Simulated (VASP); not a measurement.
# KCl (Sylvite) (Fm-3m) in VASP: a series of runs

KCl (Sylvite) is run at these levels: PBE; tasks: single point.

Everything below comes from runs of VASP 6.6.1. Logs are shortened: lines on timing, memory, paths and dates and some standing lists are left out, and cuts for length are marked.

### 1 The cell of the first run

The structure is cubic, space group Fm-3m (No. 225). The conventional cell has a = 6.290 Å, b = 6.290 Å, c = 6.290 Å, α = 90.00°, β = 90.00°, γ = 90.00°. Within 4.1 Å of K (site symmetry m-3m) lie 6 Cl at 3.14 Å. Within 4.1 Å of Cl (site symmetry m-3m) lie 6 K at 3.14 Å.

### 2 Single point, PBE

The input, INCAR:

```
ALGO     = Normal         # electronic algorithm
EDIFF    = 1E-7           # SCF threshold, eV
ENCUT    = 520            # plane-wave cutoff, eV
GGA      = PE             # functional
ISIF     = 2              # what is computed and relaxed
ISMEAR   = 0              # smearing method
LASPH    = T              # aspherical terms in the spheres
LCHARG   = T              # write CHGCAR
LELF     = T              # ELF
LREAL    = F              # projectors in reciprocal space
LVHAR    = T            
LWAVE    = F              # write WAVECAR
NBANDS   = 15             # bands
NELM     = 80             # most SCF steps
PREC     = Accurate       # precision mode
SIGMA    = 0.01           # smearing width, eV
```

The input, KPOINTS:

```
k-points
0
Gamma
  4 4 4
```

The input, POSCAR:

```
KCl
1.0
    0.0000000000      3.1448471141      3.1448471141
    3.1448471141      0.0000000000      3.1448471141
    3.1448471141      3.1448471141      0.0000000000
K Cl
1 1
Direct
    0.0000000000      0.0000000000      0.0000000000
    0.5000000000      0.5000000000      0.5000000000
```

Potentials or basis: VASP PAW PBE potentials, release 64 (K_sv, Cl).

The run is started by

```
cat potpaw_PBE.64/K_sv/POTCAR potpaw_PBE.64/Cl/POTCAR > POTCAR
mpirun -np 1 vasp_std > vasp.out
```

OUTCAR:

```text
EDIFF = 1E-7
   ENCUT = 520
   GGA = PE
   ISIF = 2
   ISMEAR = 0
   LASPH = T
   LREAL = F
   NELM = 80
   PREC = Accurate

 ion  position               nearest neighbor table
   1  0.000  0.000  0.000-   2 3.14   2 3.14   2 3.14   2 3.14   2 3.14   2 3.14
   2  0.500  0.500  0.500-   1 3.14   1 3.14   1 3.14   1 3.14   1 3.14   1 3.14

  LATTYP: Found a face centered cubic cell.
 ALAT       =     6.2896942282

  Lattice vectors:

 A1 = (   0.0000000000,   3.1448471141,   3.1448471141)
 A2 = (   3.1448471141,   0.0000000000,   3.1448471141)
 A3 = (   3.1448471141,   3.1448471141,   0.0000000000)

Analysis of symmetry for initial positions (statically):
=====================================================================
 Subroutine PRICEL returns:
 Original cell was already a primitive cell.

 Routine SETGRP: Setting up the symmetry group for a
 face centered cubic supercell.

 Subroutine GETGRP returns: Found 48 space group operations
 (whereof 48 operations were pure point group operations)
 out of a pool of 48 trial point group operations.

The static configuration has the point symmetry O_h .

Analysis of symmetry for dynamics (positions and initial velocities):
=====================================================================
 Subroutine PRICEL returns:
 Original cell was already a primitive cell.

 Routine SETGRP: Setting up the symmetry group for a
 face centered cubic supercell.

 Subroutine GETGRP returns: Found 48 space group operations
 (whereof 48 operations were pure point group operations)
 out of a pool of 48 trial point group operations.

The dynamic configuration has the point symmetry O_h .

 Subroutine INISYM returns: Found 48 space group operations
 (whereof 48 operations are pure point group operations),
 and found     1 'primitive' translations

----------------------------------------------------------------------------------------

                                     Primitive cell

  volume of cell :      62.2055

  direct lattice vectors                    reciprocal lattice vectors
     0.000000000  3.144847114  3.144847114    -0.158990241  0.158990241  0.158990241
     3.144847114  0.000000000  3.144847114     0.158990241 -0.158990241  0.158990241
     3.144847114  3.144847114  0.000000000     0.158990241  0.158990241 -0.158990241

  length of vectors
     4.447485440  4.447485440  4.447485440     0.275379175  0.275379175  0.275379175

  position of ions in fractional coordinates (direct lattice)
     0.000000000  0.000000000  0.000000000
     0.500000000  0.500000000  0.500000000

  ion indices of the primitive-cell ions
   primitive index   ion index
                 1           1
                 2           2

----------------------------------------------------------------------------------------

 KPOINTS: k-points

Automatic generation of k-mesh.
 Grid dimensions read from file:
 generate k-points for:    4    4    4

 Generating k-lattice:

  Cartesian coordinates                     Fractional coordinates (reciprocal lattice)
    -0.039747560  0.039747560  0.039747560     0.250000000  0.000000000  0.000000000
     0.039747560 -0.039747560  0.039747560     0.000000000  0.250000000  0.000000000
     0.039747560  0.039747560 -0.039747560     0.000000000  0.000000000  0.250000000

  Length of vectors
     0.068844794  0.068844794  0.068844794

  Shift w.r.t. Gamma in fractional coordinates (k-lattice)
     0.000000000  0.000000000  0.000000000

 Subroutine IBZKPT returns following result:
 ===========================================

 Found      8 irreducible k-points:

 Following reciprocal coordinates:
            Coordinates               Weight
  0.000000  0.000000  0.000000      1.000000
  0.250000  0.000000  0.000000      8.000000
  0.500000  0.000000  0.000000      4.000000
  0.250000  0.250000  0.000000      6.000000
  0.500000  0.250000  0.000000     24.000000
 -0.250000  0.250000  0.000000     12.000000
  0.500000  0.500000  0.000000      3.000000
 -0.250000  0.500000  0.250000      6.000000
   k-points           NKPTS =      8   k-points in BZ     NKDIM =      8   number of bands    NBANDS=     15
   number of dos      NEDOS =    301   number of ions     NIONS =      2
   total plane-waves  NPLWV =  46656
   dimension x,y,z NGX =    36 NGY =   36 NGZ =   36
   dimension x,y,z NGXF=    72 NGYF=   72 NGZF=   72
   ions per type =               1   1
   NGX,Y,Z   is equivalent  to a cutoff of  13.46, 13.46, 13.46 a.u.
   NGXF,Y,Z  is equivalent  to a cutoff of  26.91, 26.91, 26.91 a.u.
 SYSTEM =  unknown system
   PREC   = accura    normal or accurate (medium, high low for compatibility)
   ISTART =      0    job   : 0-new  1-cont  2-samecut
   ICHARG =      2    charge: 1-file 2-atom 10-const
   ISPIN  =      1    spin polarized calculation?
   LNONCOLLINEAR =      F non collinear calculations
   LSORBIT =      F    spin-orbit coupling
   LASPH  =      T    aspherical Exc in radial PAW
   ENCUT  =  520.0 eV  38.22 Ry    6.18 a.u.   8.27  8.27  8.27*2*pi/ulx,y,z
   NELM   =     80;   NELMIN=  2; NELMDL= -5     # of ELM steps
   EDIFF  = 0.1E-06   stopping-criterion for ELM
   LREAL  =      F    real-space projection
   EDIFFG = 0.1E-05   stopping-criterion for IOM
   NSW    =      0    number of steps for IOM
   IBRION =     -1    ionic relax: 0-MD 1-quasi-New 2-CG
   NFREE  =      0    steps in history (QN), initial steepest desc. (CG)
   ISIF   =      2    stress and relaxation
   ISYM   =      2    0-nonsym 1-usesym 2-fastsym
   POTIM  = 0.5000    time-step for ionic-motion
   TEBEG  =    0.0;   TEEND  =   0.0 temperature during run
   PSTRESS=    0.0 pullay stress
   NELECT =      16.0000    total number of electrons
   NUPDOWN=      -1.0000    fix difference up-down
   EMIN   =  10.00;   EMAX   =-10.00  energy-range for DOS
   EFERMI =   0.00;   METHOD = LEGACY
   ISMEAR =     0;   SIGMA  =   0.01  broadening in eV -4-tet -1-fermi 0-gaus
   EFERMI_NEDOS =   21; number of points for ismear=-14 and -15
   IALGO  =     38    algorithm
   IMIX   =      4    mixing-type and parameters
     AMIX     =   0.40;   BMIX     =  1.00
     AMIX_MAG =   1.60;   BMIX_MAG =  1.00
  volume/ion in A,a.u.               =      31.10       209.89
  Fermi-wavevector in a.u.,A,eV,Ry     =   1.041131  1.967452 14.748080  1.083953
  Thomas-Fermi vector in A             =   2.175738
   LORBIT       =      0    0 simple, 1 ext, 2 COOP (PROOUT), +10 PAW based schemes
   GGA     = PE    functional components
   LHFCALC =     F    Hartree Fock is set to
   AEXX    =    0.0000 exact exchange contribution
   IVDW    =     0    specifies the selected vdW correction
   LEPSILON=     F    determine dielectric tensor
   LRPA    =     F    only Hartree local field effects (RPA)
 non-spin polarized calculation
 Gauss-broadening in eV      SIGMA  =   0.01
  energy-cutoff  :      520.00
  volume of cell :       62.21
 maximum number of plane-waves:      1700
 NGX is ok and might be reduce to    36
   NGX = 17   NGY = 17   NGZ = 17

 number of electron      16.0000001 magnetization

 Free energy of the ion-electron system (eV)
  ---------------------------------------------------
  ext. energy  EPLUGINS =         0.00000000
  ---------------------------------------------------
  free energy    TOTEN  =        -6.80320577 eV

  energy without entropy =       -6.80320577  energy(sigma->0) =       -6.80320577

 E-fermi :  -1.6980     XC(G=0):  -7.5452

 val. band max:       -1.8354937811   @ k =   0.0000   0.0000   0.0000
 cond. band min:       3.3566433833   @ k =   0.0000   0.0000   0.0000
 fundamental gap:      5.1921371643
 Fermi energy:        -1.6979828370

 k-point     1 :       0.0000    0.0000    0.0000
  band No.  band energies     occupation
      1     -29.0302      2.00000
      2     -13.9549      2.00000
      3     -12.4910      2.00000
      4     -12.4910      2.00000
      5     -12.4910      2.00000
      6      -1.8355      2.00000
      7      -1.8355      2.00000
      8      -1.8355      2.00000
      9       3.3566      0.00000
     10       6.5457      0.00000
     11       6.5457      0.00000
     12       6.5457      0.00000
     13       7.4232      0.00000
     14       7.4232      0.00000
     15      11.1530      0.00000

 k-point     2 :       0.2500    0.0000    0.0000
  band No.  band energies     occupation
      1     -29.0249      2.00000
      2     -14.0545      2.00000
      3     -12.4957      2.00000
      4     -12.4957      2.00000
      5     -12.3642      2.00000
      6      -2.4236      2.00000
      7      -2.0041      2.00000
      8      -2.0041      2.00000
      9       4.6156      0.00000
     10       6.3343      0.00000
     11       7.2986      0.00000
     12       7.2986      0.00000
     13       8.2234      0.00000
     14       8.2234      0.00000
     15      11.7895      0.00000

 k-point     3 :       0.5000    0.0000    0.0000
  band No.  band energies     occupation
      1     -29.0195      2.00000
      2     -14.1414      2.00000
      3     -12.5004      2.00000
      4     -12.5004      2.00000
      5     -12.2493      2.00000
      6      -2.8919      2.00000
      7      -2.1612      2.00000
      8      -2.1612      2.00000
      9       5.7612      0.00000
     10       6.7728      0.00000
     11       8.6979      0.00000
     12       8.6979      0.00000
     13       9.5811      0.00000
     14       9.5811      0.00000
     15      10.2125      0.00000

 k-point     4 :       0.2500    0.2500    0.0000
  band No.  band energies     occupation
      1     -29.0232      2.00000
      2     -14.0023      2.00000
      3     -12.5188      2.00000
      4     -12.5188      2.00000
      5     -12.4142      2.00000
      6      -2.4673      2.00000
      7      -1.9653      2.00000
      8      -1.9653      2.00000
      9       4.8147      0.00000
     10       5.4138      0.00000
     11       7.8646      0.00000
     12       8.0356      0.00000
     13       8.0356      0.00000
     14       8.6930      0.00000
     15      11.2038      0.00000

 k-point     5 :       0.5000    0.2500    0.0000
  band No.  band energies     occupation
      1     -29.0180      2.00000
      2     -14.0120      2.00000
      3     -12.5552      2.00000
      4     -12.5238      2.00000
      5     -12.3967      2.00000
      6      -2.5962      2.00000
      7      -2.2344      2.00000
      8      -2.1105      2.00000
      9       5.5613      0.00000
     10       6.4518      0.00000
     11       8.2984      0.00000
     12       8.6394      0.00000
     13       8.8413      0.00000
     14       9.2831      0.00000
     15       9.9711      0.00000

 k-point     6 :      -0.2500    0.2500    0.0000
  band No.  band energies     occupation
      1     -29.0196      2.00000
      2     -14.0629      2.00000
      3     -12.5543      2.00000
      4     -12.5008      2.00000
      5     -12.3247      2.00000
      6      -2.6522      2.00000
      7      -2.1622      2.00000
      8      -2.1478      2.00000
      9       5.8015      0.00000
     10       6.3002      0.00000
     11       7.9742      0.00000
     12       8.0399      0.00000
     13       8.7014      0.00000
     14       9.7237      0.00000
     15      10.1374      0.00000

 k-point     7 :       0.5000    0.5000    0.0000
  band No.  band energies     occupation
      1     -29.0164      2.00000
      2     -13.8543      2.00000
      3     -12.6336      2.00000
      4     -12.5470      2.00000
      5     -12.5470      2.00000
      6      -2.4939      2.00000
      7      -2.0593      2.00000
      8      -2.0593      2.00000
      9       4.6966      0.00000
     10       6.5202      0.00000
     11       8.2470      0.00000
     12       8.4062      0.00000
     13       8.7977      0.00000
     14       9.8592      0.00000
     15       9.8592      0.00000

 k-point     8 :      -0.2500    0.5000    0.2500
  band No.  band energies     occupation
      1     -29.0163      2.00000
      2     -13.9508      2.00000
      3     -12.5902      2.00000
      4     -12.5902      2.00000
      5     -12.4013      2.00000
      6      -2.3233      2.00000
      7      -2.3094      2.00000
      8      -2.3094      2.00000
      9       6.2056      0.00000
     10       6.2056      0.00000
     11       7.6392      0.00000
     12       8.0400      0.00000
     13       9.8849      0.00000
     14       9.9135      0.00000
     15      10.2391      0.00000

------------------------ aborting loop because EDIFF is reached ----------------------------------------

  FORCE on cell =-STRESS in cart. coord.  units (eV):
  Direction    XX          YY          ZZ          XY          YZ          ZX
  --------------------------------------------------------------------------------------
  -------------------------------------------------------------------------------------
  Total        0.3153236      0.3153236      0.3153236     -0.0000000      0.0000000      0.0000000
  in kB        8.1215418      8.1215418      8.1215418     -0.0000000      0.0000000      0.0000000
  external PRESSURE =       8.1215418 kB  Pullay stress =       0.0000000 kB

 VOLUME and BASIS-vectors are now :
 -----------------------------------------------------------------------------
  energy-cutoff  :      520.00
  volume of cell :       62.21
      direct lattice vectors                 reciprocal lattice vectors
     0.000000000  3.144847114  3.144847114    -0.158990241  0.158990241  0.158990241
     3.144847114  0.000000000  3.144847114     0.158990241 -0.158990241  0.158990241
     3.144847114  3.144847114  0.000000000     0.158990241  0.158990241 -0.158990241

 POSITION                                       TOTAL-FORCE (eV/Angst)
 -----------------------------------------------------------------------------------
      0.00000      0.00000      0.00000         0.000000      0.000000      0.000000
      3.14485      3.14485      3.14485        -0.000000     -0.000000     -0.000000
 -----------------------------------------------------------------------------------
    total drift:                                0.000000      0.000000      0.000000

  FREE ENERGIE OF THE ION-ELECTRON SYSTEM (eV)
  ---------------------------------------------------
  free  energy   TOTEN  =        -6.8032057737 eV

  energy  without entropy=       -6.8032057737  energy(sigma->0) =       -6.80320577
```

It took 14 s on 1 thread of AMD EPYC 7R43 (Zen 3), shared host; peak memory 0.16 GiB.

What came out:

| Quantity | Value |
| --- | --- |
| Free energy | -6.8032 eV |
| Pressure | 0.8 GPa |
| Band gap on the k mesh | 5.19 eV, direct |

Caveat: the k points lie up to 0.43 Å⁻¹ apart.

(Continued in part 2 of 2.)
